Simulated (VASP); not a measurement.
# Cu in VASP: notebook

Cu is run at these levels: PBEsol, PBE; tasks: single point.

Everything below comes from runs of VASP 6.6.1. Logs are shortened: lines on timing, memory, paths and dates and some standing lists are left out, and cuts for length are marked.

### 1 The cell of the first run

It takes space group P6_3/mmc (No. 194, hexagonal). The conventional cell has a = 2.534 Å, b = 2.534 Å, c = 4.113 Å, α = 90.00°, β = 90.00°, γ = 120.00°. Within 3.3 Å of Cu (site symmetry -6m2) lie 12 Cu at 2.52 to 2.53 Å.

### 2 Single point, PBEsol

INCAR

```
SYSTEM = Cu
PREC = Accurate
ENCUT = 520
EDIFF = 1E-6
ISMEAR = 0
SIGMA = 0.1
LREAL = .False.
LASPH = .True.
NELM = 60
ALGO = Normal
ISIF = 2
LWAVE = .False.
LCHARG = .False.
GGA = PS
NBANDS = 18
```

KPOINTS

```
regular mesh
0
Gamma
  3 3 2
  0 0 0
```

POSCAR

```
Cu
1.0
    2.5340966698      0.0000000000      0.0000000000
   -1.2670483349      2.1945920917      0.0000000000
    0.0000000000      0.0000000000      4.1125710000
Cu
2
Direct
    0.3333333333      0.6666666667      0.2500000000
    0.6666666667      0.3333333333      0.7500000000
```

Potentials or basis: VASP PAW PBE potentials, release 64 (Cu).

On the command line:

```bash
$ cat potpaw_PBE.64/Cu/POTCAR > POTCAR
$ mpirun -np 1 vasp_std > vasp.out
```

OUTCAR:

```text
SYSTEM = Cu
   PREC = Accurate
   ENCUT = 520
   EDIFF = 1E-6
   ISMEAR = 0
   LREAL = .False.
   LASPH = .True.
   NELM = 60
   ISIF = 2
   GGA = PS

 ion  position               nearest neighbor table
   1  0.333  0.667  0.250-   2 2.52   2 2.52   2 2.52   2 2.52   2 2.52   2 2.52
   2  0.667  0.333  0.750-   1 2.52   1 2.52   1 2.52   1 2.52   1 2.52   1 2.52

  LATTYP: Found a hexagonal cell.
 ALAT       =     2.5340966698
 C/A-ratio  =     1.6228942838

  Lattice vectors:

 A1 = (   2.5340966698,   0.0000000000,   0.0000000000)
 A2 = (  -1.2670483349,   2.1945920917,   0.0000000000)
 A3 = (   0.0000000000,   0.0000000000,   4.1125710000)

Analysis of symmetry for initial positions (statically):
=====================================================================
 Subroutine PRICEL returns:
 Original cell was already a primitive cell.

 Routine SETGRP: Setting up the symmetry group for a
 hexagonal supercell.

 Subroutine GETGRP returns: Found 24 space group operations
 (whereof 12 operations were pure point group operations)
 out of a pool of 24 trial point group operations.

The static configuration has the point symmetry D_3d.
 The point group associated with its full space group is D_6h.

Analysis of symmetry for dynamics (positions and initial velocities):
=====================================================================
 Subroutine PRICEL returns:
 Original cell was already a primitive cell.

 Routine SETGRP: Setting up the symmetry group for a
 hexagonal supercell.

 Subroutine GETGRP returns: Found 24 space group operations
 (whereof 12 operations were pure point group operations)
 out of a pool of 24 trial point group operations.

The dynamic configuration has the point symmetry D_3d.
 The point group associated with its full space group is D_6h.

 Subroutine INISYM returns: Found 24 space group operations
 (whereof 12 operations are pure point group operations),
 and found     1 'primitive' translations

----------------------------------------------------------------------------------------

                                     Primitive cell

  volume of cell :      22.8713

  direct lattice vectors                    reciprocal lattice vectors
     2.534096670  0.000000000  0.000000000     0.394617937  0.227832772  0.000000000
    -1.267048335  2.194592092  0.000000000     0.000000000  0.455665544  0.000000000
     0.000000000  0.000000000  4.112571000     0.000000000  0.000000000  0.243156896

  length of vectors
     2.534096670  2.534096670  4.112571000     0.455665544  0.455665544  0.243156896

  position of ions in fractional coordinates (direct lattice)
     0.333333333  0.666666667  0.250000000
     0.666666667  0.333333333  0.750000000

  ion indices of the primitive-cell ions
   primitive index   ion index
                 1           1
                 2           2

----------------------------------------------------------------------------------------

 KPOINTS: regular mesh

Automatic generation of k-mesh.
 Grid dimensions read from file:
 generate k-points for:    3    3    2

 Generating k-lattice:

  Cartesian coordinates                     Fractional coordinates (reciprocal lattice)
     0.131539312  0.075944257  0.000000000     0.333333333 -0.000000000  0.000000000
     0.000000000  0.151888515  0.000000000     0.000000000  0.333333333  0.000000000
     0.000000000  0.000000000  0.121578448     0.000000000  0.000000000  0.500000000

  Length of vectors
     0.151888515  0.151888515  0.121578448

  Shift w.r.t. Gamma in fractional coordinates (k-lattice)
     0.000000000  0.000000000  0.000000000

 Subroutine IBZKPT returns following result:
 ===========================================

 Found      6 irreducible k-points:

 Following reciprocal coordinates:
            Coordinates               Weight
  0.000000  0.000000  0.000000      1.000000
  0.333333 -0.000000  0.000000      6.000000
  0.333333  0.333333  0.000000      2.000000
  0.000000  0.000000  0.500000      1.000000
  0.333333 -0.000000  0.500000      6.000000
  0.333333  0.333333  0.500000      2.000000
   k-points           NKPTS =      6   k-points in BZ     NKDIM =      6   number of bands    NBANDS=     18
   number of dos      NEDOS =    301   number of ions     NIONS =      2
   total plane-waves  NPLWV =  12800
   dimension x,y,z NGX =    20 NGY =   20 NGZ =   32
   dimension x,y,z NGXF=    40 NGYF=   40 NGZF=   64
   ions per type =               2
   NGX,Y,Z   is equivalent  to a cutoff of  13.12, 13.12, 12.94 a.u.
   NGXF,Y,Z  is equivalent  to a cutoff of  26.24, 26.24, 25.87 a.u.
 SYSTEM =  Cu
   PREC   = accura    normal or accurate (medium, high low for compatibility)
   ISTART =      0    job   : 0-new  1-cont  2-samecut
   ICHARG =      2    charge: 1-file 2-atom 10-const
   ISPIN  =      1    spin polarized calculation?
   LNONCOLLINEAR =      F non collinear calculations
   LSORBIT =      F    spin-orbit coupling
   LASPH  =      T    aspherical Exc in radial PAW
   ENCUT  =  520.0 eV  38.22 Ry    6.18 a.u.   4.71  4.71  7.65*2*pi/ulx,y,z
   NELM   =     60;   NELMIN=  2; NELMDL= -5     # of ELM steps
   EDIFF  = 0.1E-05   stopping-criterion for ELM
   LREAL  =      F    real-space projection
   EDIFFG = 0.1E-04   stopping-criterion for IOM
   NSW    =      0    number of steps for IOM
   IBRION =     -1    ionic relax: 0-MD 1-quasi-New 2-CG
   NFREE  =      0    steps in history (QN), initial steepest desc. (CG)
   ISIF   =      2    stress and relaxation
   ISYM   =      2    0-nonsym 1-usesym 2-fastsym
   POTIM  = 0.5000    time-step for ionic-motion
   TEBEG  =    0.0;   TEEND  =   0.0 temperature during run
   PSTRESS=    0.0 pullay stress
   NELECT =      22.0000    total number of electrons
   NUPDOWN=      -1.0000    fix difference up-down
   EMIN   =  10.00;   EMAX   =-10.00  energy-range for DOS
   EFERMI =   0.00;   METHOD = LEGACY
   ISMEAR =     0;   SIGMA  =   0.10  broadening in eV -4-tet -1-fermi 0-gaus
   EFERMI_NEDOS =   21; number of points for ismear=-14 and -15
   IALGO  =     38    algorithm
   IMIX   =      4    mixing-type and parameters
     AMIX     =   0.40;   BMIX     =  1.00
     AMIX_MAG =   1.60;   BMIX_MAG =  1.00
  volume/ion in A,a.u.               =      11.44        77.17
  Fermi-wavevector in a.u.,A,eV,Ry     =   1.616041  3.053874 35.532800  2.611587
  Thomas-Fermi vector in A             =   2.710691
   LORBIT       =      0    0 simple, 1 ext, 2 COOP (PROOUT), +10 PAW based schemes
   GGA     = PS    functional components
   LHFCALC =     F    Hartree Fock is set to
   AEXX    =    0.0000 exact exchange contribution
   IVDW    =     0    specifies the selected vdW correction
   LEPSILON=     F    determine dielectric tensor
   LRPA    =     F    only Hartree local field effects (RPA)
 non-spin polarized calculation
 Gauss-broadening in eV      SIGMA  =   0.10
  energy-cutoff  :      520.00
  volume of cell :       22.87
 maximum number of plane-waves:       640
 NGX is ok and might be reduce to    20
   NGX =  9   NGY =  9   NGZ = 15

 number of electron      21.9999979 magnetization

 Free energy of the ion-electron system (eV)
  ---------------------------------------------------
  ext. energy  EPLUGINS =         0.00000000
  ---------------------------------------------------
  free energy    TOTEN  =        -8.84019027 eV

  energy without entropy =       -8.80577425  energy(sigma->0) =       -8.82298226

 E-fermi :   6.6770     XC(G=0): -13.0982

 val. band max:        6.6351693990   @ k =   0.3333  -0.0000   0.5000
 cond. band min:       6.7087543319   @ k =   0.0000   0.0000   0.0000
 fundamental gap:      0.0735849329
 Fermi energy:         6.6769697473

 k-point     1 :       0.0000    0.0000    0.0000
  band No.  band energies     occupation
      1      -1.8328      2.00000
      2       2.5168      2.00000
      3       4.6421      2.00000
      4       4.7531      2.00000
      5       4.7531      2.00000
      6       4.9778      2.00000
      7       4.9778      2.00000
      8       5.1995      2.00000
      9       5.1995      2.00000
     10       6.0024      2.00000
     11       6.0024      2.00000
     12       6.7088      0.65307
     13      11.7762      0.00000
     14      29.3356      0.00000
     15      29.8371      0.00000
     16      29.8371      0.00000
     17      31.5252      0.00000
     18      31.5254      0.00000

 k-point     2 :       0.3333   -0.0000    0.0000
  band No.  band energies     occupation
      1       1.3750      2.00000
      2       3.3031      2.00000
      3       3.5657      2.00000
      4       4.2385      2.00000
      5       4.7277      2.00000
      6       4.7676      2.00000
      7       4.8650      2.00000
      8       5.7827      2.00000
      9       5.8525      2.00000
     10       5.8812      2.00000
     11       6.1367      2.00000
     12      12.4242      0.00000
     13      12.8639      0.00000
     14      15.2397      0.00000
     15      22.2894      0.00000
     16      23.0093      0.00000
     17      23.6315      0.00000
     18      27.5849      0.00000

 k-point     3 :       0.3333    0.3333    0.0000
  band No.  band energies     occupation
      1       3.4312      2.00000
      2       3.5809      2.00000
      3       3.5809      2.00000
      4       3.8736      2.00000
      5       4.4900      2.00000
      6       4.4900      2.00000
      7       5.2324      2.00000
      8       5.9187      2.00000
      9       5.9187      2.00000
     10       6.0005      2.00000
     11      10.8026      0.00000
     12      11.2240      0.00000
     13      11.2240      0.00000
     14      18.2990      0.00000
     15      18.8715      0.00000
     16      18.8715      0.00000
     17      21.0644      0.00000
     18      21.0644      0.00000

 k-point     4 :       0.0000    0.0000    0.5000
  band No.  band energies     occupation
      1       0.3563      2.00000
      2       0.3563      2.00000
      3       4.3811      2.00000
      4       4.3811      2.00000
      5       4.6960      2.00000
      6       4.6960      2.00000
      7       4.6960      2.00000
      8       4.6960      2.00000
      9       5.7775      2.00000
     10       5.7775      2.00000
     11       5.7775      2.00000
     12       5.7775      2.00000
     13      20.6491      0.00000
     14      20.6491      0.00000
     15      30.0390      0.00000
     16      30.0390      0.00000
     17      31.7545      0.00000
     18      31.7545      0.00000

 k-point     5 :       0.3333   -0.0000    0.5000
  band No.  band energies     occupation
      1       2.5024      2.00000
      2       2.5024      2.00000
      3       3.9454      2.00000
      4       3.9454      2.00000
      5       5.0566      2.00000
      6       5.0566      2.00000
      7       5.2680      2.00000
      8       5.2680      2.00000
      9       5.9519      2.00000
     10       5.9519      2.00000
     11       6.6352      1.44558
     12       6.6352      1.44558
     13      16.9570      0.00000
     14      16.9570      0.00000
     15      23.6207      0.00000
     16      23.6207      0.00000
     17      25.2784      0.00000
     18      25.2784      0.00000

 k-point     6 :       0.3333    0.3333    0.5000
  band No.  band energies     occupation
      1       3.6977      2.00000
      2       3.6977      2.00000
      3       3.8384      2.00000
      4       3.8384      2.00000
      5       4.4167      2.00000
      6       4.4167      2.00000
      7       5.2507      2.00000
      8       5.2507      2.00000
      9       6.0168      2.00000
     10       6.0168      2.00000
     11      11.8675      0.00000
     12      11.8675      0.00000
     13      13.4108      0.00000
     14      13.4108      0.00000
     15      14.8568      0.00000
     16      14.8568      0.00000
     17      28.4883      0.00000
     18      28.4883      0.00000

------------------------ aborting loop because EDIFF is reached ----------------------------------------

  FORCE on cell =-STRESS in cart. coord.  units (eV):
  Direction    XX          YY          ZZ          XY          YZ          ZX
  --------------------------------------------------------------------------------------
  -------------------------------------------------------------------------------------
  Total       -0.2475125     -0.2475125     -0.1109028      0.0000000      0.0000000      0.0000000
  in kB      -17.3387288    -17.3387288     -7.7689545      0.0000000      0.0000000      0.0000000
  external PRESSURE =     -14.1488040 kB  Pullay stress =       0.0000000 kB

 VOLUME and BASIS-vectors are now :
 -----------------------------------------------------------------------------
  energy-cutoff  :      520.00
  volume of cell :       22.87
      direct lattice vectors                 reciprocal lattice vectors
     2.534096670  0.000000000  0.000000000     0.394617937  0.227832772  0.000000000
    -1.267048335  2.194592092  0.000000000     0.000000000  0.455665544  0.000000000
     0.000000000  0.000000000  4.112571000     0.000000000  0.000000000  0.243156896

 POSITION                                       TOTAL-FORCE (eV/Angst)
 -----------------------------------------------------------------------------------
     -0.00000      1.46306      1.02814        -0.000000      0.000000      0.000000
      1.26705      0.73153      3.08443         0.000000      0.000000      0.000000
 -----------------------------------------------------------------------------------
    total drift:                               -0.000000      0.000000     -0.000000

  FREE ENERGIE OF THE ION-ELECTRON SYSTEM (eV)
  ---------------------------------------------------
  free  energy   TOTEN  =        -8.8401902717 eV

  energy  without entropy=       -8.8057742523  energy(sigma->0) =       -8.82298226
```

Wall time 3 s (1 thread of AMD EPYC 7R13 (Zen 3), shared host); peak memory 0.1 GiB.

Results:

```
Free energy            : -8.8402 eV
Pressure               : -1.4 GPa
Band gap on the k mesh : zero (band 11 reaches 11.87 eV, above the bottom of band 12 at 5.78 eV)
```

Levels at points of the mesh, in eV from the Fermi level:
```csv
k point,band 7,band 8,band 9,band 10,band 11,band 12,band 13,band 14,band 15,band 16
"(0.00, 0.00, 0.00)",-1.70,-1.48,-1.48,-0.67,-0.67,0.03,5.10,22.66,23.16,23.16
"(0.00, 0.00, 0.50)",-1.98,-1.98,-0.90,-0.90,-0.90,-0.90,13.97,13.97,23.36,23.36
```

Caveat: the k points lie up to 0.95 Å⁻¹ apart; the PAW data sets were made with another functional, which shifts forces and pressure a little.

### 3 Single point, PBE

INCAR

```
SYSTEM = Cu
PREC = Accurate ; ENCUT = 520
EDIFF = 1E-6 ; ISMEAR = 0
SIGMA = 0.1 ; LREAL = .False.
LASPH = .True. ; NELM = 80
ALGO = Fast ; ISIF = 2
LWAVE = .False. ; LCHARG = .False.
GGA = PE ; NBANDS = 18
ISYM = 0
```

KPOINTS

```
Automatic mesh
0
Gamma
  2 2 4
  0.5 0.5 0
```

POSCAR

```
Cu
1.0
    2.5340966698      0.0000000000      0.0000000000
   -1.2670483349      2.1945920917      0.0000000000
    0.0000000000      0.0000000000      4.1125710000
Cu
2
Direct
    0.3479800375      0.6520199625      0.2500000000
    0.6520199625      0.3479800375      0.7500000000
```

Potentials or basis: VASP PAW PBE potentials, release 64 (Cu).

On the command line:

```bash
$ cat potpaw_PBE.64/Cu/POTCAR > POTCAR
$ mpirun -np 1 vasp_std > vasp.out
```

Wall time 8.5 s (1 thread of AMD EPYC 7R13 (Zen 3), shared host); peak memory 0.1 GiB.

Results (log left out):

- Free energy: -7.7557 eV
- Pressure: 6.8 GPa
- Largest force: 0.279 eV/Å
- Band gap on the k mesh: zero (band 11 reaches 8.92 eV, above the bottom of band 12 at 6.39 eV)

Forces in eV/Å, atoms in the order of the input:
```
Cu  -0.242  0.140  0.000
Cu   0.242 -0.140  0.000
```

Stress tensor (GPa, compression positive):
```
 9.97 -1.68  0.00
-1.68  8.03  0.00
 0.00  0.00  2.31
```

Levels at points of the mesh, in eV from the Fermi level:
```
           k point  band 9  band 10  band 11  band 12  band 13  band 14
(0.25, 0.25, 0.00)   -1.81    -1.66    -0.38     5.87     6.50     7.09
```

Caveat: the k points lie up to 1.43 Å⁻¹ apart.
